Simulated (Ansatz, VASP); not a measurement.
**PtS2: VASP beside Ansatz**

```
S Pt
1.0
     3.54153    0.00000    0.00000
    -1.77076    3.06705    0.00000
     0.00000    0.00000   22.46706
S Pt
4 2
Direct
  0.66667 0.33333 0.20029
  0.33333 0.66667 0.31083
  0.00000 0.00000 0.46484
  0.33333 0.66667 0.57538
  0.00000 0.00000 0.25556
  0.66667 0.33333 0.52011
```

Alike in both runs: task single point; functional PBE; dispersion D3(BJ); k mesh 9 × 9 × 1; occupations gaussian, width 0.05 eV; no spin polarisation.

|  | VASP | Ansatz |
| --- | --- | --- |
| version | VASP 6.6.1 | Ansatz 0.2.0 |
| potentials or method | VASP PAW PBE potentials, release 64 (S, Pt), cutoff 520 eV | scalar-relativistic, plane waves, PAW |
| valence electrons in the cell | 44 | 60 |

|  | VASP | Ansatz | Ansatz less VASP |
| --- | --- | --- | --- |
| gap on the k mesh at the Fermi level (eV) | 1.50 | 1.50 | -0.006 |
| least direct gap on the mesh (eV) | 1.62 | 1.61 | -0.006 |
| rms of the force components (eV/Å) | 0.030 | 0.033 | +0.0035 |

VASP's potentials hold 44 valence electrons a cell and Ansatz's 60, so a difference there can come from the potentials and not from the codes.

Neither program's run includes spin-orbit coupling.
